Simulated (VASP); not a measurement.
# Hf (Fm-3m) in VASP: a series of runs

Runs on Hf. Level: r2SCAN. Tasks: single point.

Everything below comes from runs of VASP 6.6.1. Logs are shortened: lines on timing, memory, paths and dates and some standing lists are left out, and cuts for length are marked.

### 1 The cell of the first run

The structure is cubic, space group Fm-3m (No. 225). Conventional cell: a = 4.479 Å, b = 4.479 Å, c = 4.479 Å, α = 90.00°, β = 90.00°, γ = 90.00°. Hf (site symmetry m-3m) has 12 Hf at 3.17 Å within 4.2 Å.

### 2 Single point, r2SCAN

POSCAR reads:

```
Hf
1.0
    0.0000000000      2.2394800180      2.2394800180
    2.2394800180      0.0000000000      2.2394800180
    2.2394800180      2.2394800180      0.0000000000
Hf
1
Direct
    0.0000000000      0.0000000000      0.0000000000
```

INCAR.step1 reads:

```
SYSTEM = Hf
PREC = Accurate
ENCUT = 520
ISMEAR = -1
SIGMA = 0.1
LREAL = .FALSE.
LASPH = .TRUE.
NELM = 60
NBANDS = 11
GGA = PE
ALGO = Normal
EDIFF = 1E-4
LWAVE = .TRUE.
LCHARG = .FALSE.
```

INCAR.step2 reads:

```
SYSTEM = Hf
PREC = Accurate
ENCUT = 520
EDIFF = 1E-6
ISMEAR = -1
SIGMA = 0.1
LREAL = .FALSE.
LASPH = .TRUE.
NELM = 60
ALGO = Normal
ISIF = 2
LWAVE = .FALSE.
LCHARG = .FALSE.
METAGGA = R2SCAN
LMIXTAU = .TRUE.
NBANDS = 11
ISTART = 1
```

KPOINTS reads:

```
regular mesh
0
G
  14 14 14
  0 0 0
```

Potentials or basis: VASP PAW PBE potentials, release 64 (Hf_pv).

Launch:

```
$ cat potpaw_PBE.64/Hf_pv/POTCAR > POTCAR
$ cp INCAR.step1 INCAR
$ mpirun -np 1 vasp_std > vasp.out
$ cp INCAR.step2 INCAR
$ mpirun -np 1 vasp_std > vasp.out
```

OUTCAR:

```text
SYSTEM = Hf
   PREC = Accurate
   ENCUT = 520
   EDIFF = 1E-6
   ISMEAR = -1
   LREAL = .FALSE.
   LASPH = .TRUE.
   NELM = 60
   ISIF = 2
   METAGGA = R2SCAN
   ISTART = 1

 ion  position               nearest neighbor table
   1  0.000  0.000  0.000-

  LATTYP: Found a face centered cubic cell.
 ALAT       =     4.4789600360

  Lattice vectors:

 A1 = (   0.0000000000,   2.2394800180,   2.2394800180)
 A2 = (   2.2394800180,   0.0000000000,   2.2394800180)
 A3 = (   2.2394800180,   2.2394800180,   0.0000000000)

Analysis of symmetry for initial positions (statically):
=====================================================================
 Subroutine PRICEL returns:
 Original cell was already a primitive cell.

 Routine SETGRP: Setting up the symmetry group for a
 face centered cubic supercell.

 Subroutine GETGRP returns: Found 48 space group operations
 (whereof 48 operations were pure point group operations)
 out of a pool of 48 trial point group operations.

The static configuration has the point symmetry O_h .

Analysis of symmetry for dynamics (positions and initial velocities):
=====================================================================
 Subroutine PRICEL returns:
 Original cell was already a primitive cell.

 Routine SETGRP: Setting up the symmetry group for a
 face centered cubic supercell.

 Subroutine GETGRP returns: Found 48 space group operations
 (whereof 48 operations were pure point group operations)
 out of a pool of 48 trial point group operations.

The dynamic configuration has the point symmetry O_h .

 Subroutine INISYM returns: Found 48 space group operations
 (whereof 48 operations are pure point group operations),
 and found     1 'primitive' translations

----------------------------------------------------------------------------------------

                                     Primitive cell

  volume of cell :      22.4632

  direct lattice vectors                    reciprocal lattice vectors
     0.000000000  2.239480018  2.239480018    -0.223266114  0.223266114  0.223266114
     2.239480018  0.000000000  2.239480018     0.223266114 -0.223266114  0.223266114
     2.239480018  2.239480018  0.000000000     0.223266114  0.223266114 -0.223266114

  length of vectors
     3.167103014  3.167103014  3.167103014     0.386708252  0.386708252  0.386708252

  position of ions in fractional coordinates (direct lattice)
     0.000000000  0.000000000  0.000000000

  ion indices of the primitive-cell ions
   primitive index   ion index
                 1           1

----------------------------------------------------------------------------------------

 KPOINTS: regular mesh

Automatic generation of k-mesh.
 Grid dimensions read from file:
 generate k-points for:   14   14   14

 Generating k-lattice:

  Cartesian coordinates                     Fractional coordinates (reciprocal lattice)
    -0.015947580  0.015947580  0.015947580     0.071428571  0.000000000  0.000000000
     0.015947580 -0.015947580  0.015947580     0.000000000  0.071428571  0.000000000
     0.015947580  0.015947580 -0.015947580     0.000000000  0.000000000  0.071428571

  Length of vectors
     0.027622018  0.027622018  0.027622018

  Shift w.r.t. Gamma in fractional coordinates (k-lattice)
     0.000000000  0.000000000  0.000000000

 Subroutine IBZKPT returns following result:
 ===========================================

 Found    104 irreducible k-points:

 Following reciprocal coordinates:
            Coordinates               Weight
  0.000000  0.000000  0.000000      1.000000
  0.071429  0.000000  0.000000      8.000000
  0.142857  0.000000  0.000000      8.000000
  0.214286  0.000000  0.000000      8.000000
  0.285714  0.000000  0.000000      8.000000
  0.357143  0.000000  0.000000      8.000000
[... 16 lines left out ...]
  0.214286  0.142857  0.000000     24.000000
  0.285714  0.142857  0.000000     24.000000
 [... further k-points ...]
   k-points           NKPTS =    104   k-points in BZ     NKDIM =    104   number of bands    NBANDS=     11
   number of dos      NEDOS =    301   number of ions     NIONS =      1
   total plane-waves  NPLWV =  13824
   dimension x,y,z NGX =    24 NGY =   24 NGZ =   24
   dimension x,y,z NGXF=    48 NGYF=   48 NGZF=   48
   ions per type =               1
   NGX,Y,Z   is equivalent  to a cutoff of  12.60, 12.60, 12.60 a.u.
   NGXF,Y,Z  is equivalent  to a cutoff of  25.20, 25.20, 25.20 a.u.
 SYSTEM =  Hf
   PREC   = accura    normal or accurate (medium, high low for compatibility)
   ISTART =      1    job   : 0-new  1-cont  2-samecut
   ICHARG =      0    charge: 1-file 2-atom 10-const
   ISPIN  =      1    spin polarized calculation?
   LNONCOLLINEAR =      F non collinear calculations
   LSORBIT =      F    spin-orbit coupling
   LASPH  =      T    aspherical Exc in radial PAW
   ENCUT  =  520.0 eV  38.22 Ry    6.18 a.u.   5.89  5.89  5.89*2*pi/ulx,y,z
   NELM   =     60;   NELMIN=  2; NELMDL=  0     # of ELM steps
   EDIFF  = 0.1E-05   stopping-criterion for ELM
   LREAL  =      F    real-space projection
   EDIFFG = 0.1E-04   stopping-criterion for IOM
   NSW    =      0    number of steps for IOM
   IBRION =     -1    ionic relax: 0-MD 1-quasi-New 2-CG
   NFREE  =      0    steps in history (QN), initial steepest desc. (CG)
   ISIF   =      2    stress and relaxation
   ISYM   =      2    0-nonsym 1-usesym 2-fastsym
   POTIM  = 0.5000    time-step for ionic-motion
   TEBEG  =    0.0;   TEEND  =   0.0 temperature during run
   PSTRESS=    0.0 pullay stress
   NELECT =      10.0000    total number of electrons
   NUPDOWN=      -1.0000    fix difference up-down
   EMIN   =  10.00;   EMAX   =-10.00  energy-range for DOS
   EFERMI =   0.00;   METHOD = LEGACY
   ISMEAR =    -1;   SIGMA  =   0.10  broadening in eV -4-tet -1-fermi 0-gaus
   EFERMI_NEDOS =   21; number of points for ismear=-14 and -15
   IALGO  =     38    algorithm
   IMIX   =      4    mixing-type and parameters
     AMIX     =   0.40;   BMIX     =  1.00
     AMIX_MAG =   1.60;   BMIX_MAG =  1.00
  volume/ion in A,a.u.               =      22.46       151.59
  Fermi-wavevector in a.u.,A,eV,Ry     =   1.250022  2.362199 21.259850  1.562555
  Thomas-Fermi vector in A             =   2.384035
   LORBIT       =      0    0 simple, 1 ext, 2 COOP (PROOUT), +10 PAW based schemes
   METAGGA = R2SCAN    functional components
   LHFCALC =     F    Hartree Fock is set to
   AEXX    =    0.0000 exact exchange contribution
   IVDW    =     0    specifies the selected vdW correction
   LEPSILON=     F    determine dielectric tensor
   LRPA    =     F    only Hartree local field effects (RPA)
 non-spin polarized calculation
  energy-cutoff  :      520.00
  volume of cell :       22.46
 maximum number of plane-waves:       620
   NGX = 11   NGY = 11   NGZ = 11

 number of electron       9.9999999 magnetization

 Free energy of the ion-electron system (eV)
  ---------------------------------------------------
  ext. energy  EPLUGINS =         0.00000000
  ---------------------------------------------------
  free energy    TOTEN  =       -45.08748526 eV

  energy without entropy =      -45.04251444  energy(sigma->0) =      -45.06499985

 E-fermi :   4.5820     XC(G=0): -12.1520

 val. band max:        4.5738735492   @ k =  -0.2143   0.2857   0.0714
 cond. band min:       4.5887095878   @ k =   0.2857   0.0000   0.0000
 fundamental gap:      0.0148360385
 Fermi energy:         4.5819731722

 k-point     1 :       0.0000    0.0000    0.0000
  band No.  band energies     occupation
      1     -26.5506      2.00000
      2     -26.5506      2.00000
      3     -26.5506      2.00000
      4      -2.9623      2.00000
      5       6.1819      0.00000
      6       6.1819      0.00000
      7       6.1819      0.00000
      8       9.1614      0.00000
      9       9.1614      0.00000
     10      16.4068      0.00000
     11      16.5535      0.00000

 k-point     2 :       0.0714    0.0000    0.0000
  band No.  band energies     occupation
      1     -26.5944      2.00000
      2     -26.5561      2.00000
      3     -26.5561      2.00000
      4      -2.7783      2.00000
      5       5.9822      0.00000
      6       6.2695      0.00000
      7       6.2695      0.00000
      8       9.0630      0.00000
      9       9.0630      0.00000
     10      16.5534      0.00000
     11      16.8254      0.00000

 k-point     3 :       0.1429    0.0000    0.0000
  band No.  band energies     occupation
      1     -26.7153      2.00000
      2     -26.5714      2.00000
      3     -26.5714      2.00000
      4      -2.2509      2.00000
      5       5.5000      0.00021
      6       6.4732      0.00000
      7       6.4732      0.00000
      8       8.8820      0.00000
      9       8.8820      0.00000
     10      16.5533      0.00000
     11      17.7301      0.00000

 k-point     4 :       0.2143    0.0000    0.0000
  band No.  band energies     occupation
      1     -26.8860      2.00000
      2     -26.5933      2.00000
      3     -26.5933      2.00000
      4      -1.4584      2.00000
      5       4.9659      0.04212
      6       6.5972      0.00000
      7       6.5972      0.00000
      8       8.9210      0.00000
      9       8.9210      0.00000
     10      16.5529      0.00000
     11      17.0475      0.00000

 k-point     5 :       0.2857    0.0000    0.0000
  band No.  band energies     occupation
      1     -27.0702      2.00000
      2     -26.6176      2.00000
      3     -26.6176      2.00000
      4      -0.5488      2.00000
      5       4.5887      0.96633
      6       6.4802      0.00000
      7       6.4802      0.00000
      8       9.4066      0.00000
      9       9.4066      0.00000
     10      16.0077      0.00000
     11      16.5539      0.00000
[... 211 lines left out ...]
 k-point    21 :      -0.0714    0.0714    0.0000
  band No.  band energies     occupation
      1     -26.6545      2.00000
      2     -26.5809      2.00000
      3     -26.5580      2.00000
      4      -2.4792      2.00000
      5       5.6816      0.00003
      6       6.4069      0.00000
      7       6.4073      0.00000
      8       8.7086      0.00000
      9       9.1524      0.00000
     10      16.5534      0.00000
     11      17.4662      0.00000

 k-point    22 :       0.1429    0.1429    0.0000
  band No.  band energies     occupation
      1     -26.7114      2.00000
      2     -26.6071      2.00000
      3     -26.6071      2.00000
      4      -2.0141      2.00000
      5       5.1592      0.00621
      6       6.7450      0.00000
      7       6.7450      0.00000
      8       7.8610      0.00000
      9       9.5039      0.00000
     10      16.5534      0.00000
     11      18.4712      0.00000

 k-point    23 :       0.2143    0.1429    0.0000
  band No.  band energies     occupation
      1     -26.8221      2.00000
      2     -26.6350      2.00000
      3     -26.6286      2.00000
      4      -1.4199      2.00000
      5       4.7204      0.40050
      6       6.7862      0.00000
      7       7.0170      0.00000
      8       7.6429      0.00000
      9       9.6737      0.00000
     10      16.5532      0.00000
     11      19.0450      0.00000

 k-point    24 :       0.2857    0.1429    0.0000
  band No.  band energies     occupation
      1     -26.9727      2.00000
      2     -26.6625      2.00000
      3     -26.6545      2.00000
      4      -0.6031      2.00000
      5       4.3257      1.85686
      6       6.2501      0.00000
      7       7.1280      0.00000
      8       8.2745      0.00000
      9      10.0232      0.00000
     10      16.5529      0.00000
     11      17.9032      0.00000

 [... further k-points ...]
[... 5 lines left out ...]
  --------------------------------------------------------------------------------------
  -------------------------------------------------------------------------------------
  Total       -0.0687730     -0.0687730     -0.0687730      0.0000000      0.0000000     -0.0000000
  in kB       -4.9052031     -4.9052031     -4.9052031      0.0000000      0.0000000     -0.0000000
  external PRESSURE =      -4.9052031 kB  Pullay stress =       0.0000000 kB

 VOLUME and BASIS-vectors are now :
 -----------------------------------------------------------------------------
  energy-cutoff  :      520.00
  volume of cell :       22.46
      direct lattice vectors                 reciprocal lattice vectors
     0.000000000  2.239480018  2.239480018    -0.223266114  0.223266114  0.223266114
     2.239480018  0.000000000  2.239480018     0.223266114 -0.223266114  0.223266114
     2.239480018  2.239480018  0.000000000     0.223266114  0.223266114 -0.223266114

 POSITION                                       TOTAL-FORCE (eV/Angst)
 -----------------------------------------------------------------------------------
      0.00000      0.00000      0.00000        -0.000000     -0.000000     -0.000000
 -----------------------------------------------------------------------------------
    total drift:                               -0.000000      0.000000     -0.000000

  FREE ENERGIE OF THE ION-ELECTRON SYSTEM (eV)
  ---------------------------------------------------
  free  energy   TOTEN  =       -45.0874852551 eV

  energy  without entropy=      -45.0425144387  energy(sigma->0) =      -45.06499985
```

Wall time 28 s (1 thread of Intel Xeon 6975P-C (Granite Rapids), shared host); peak memory 0.16 GiB.

Results:

```yaml
Free_energy: -45.0875 eV
Pressure: -0.5 GPa
Band_gap_on_the_k_mesh: zero (band 5 reaches 6.18 eV, above the bottom of band 6 at 3.98 eV)
```

Caveat: the PAW data sets were made with another functional, which shifts forces and pressure a little; spin-orbit coupling is left out, which moves the levels of the heavy elements.

(Continued in part 2 of 2.)
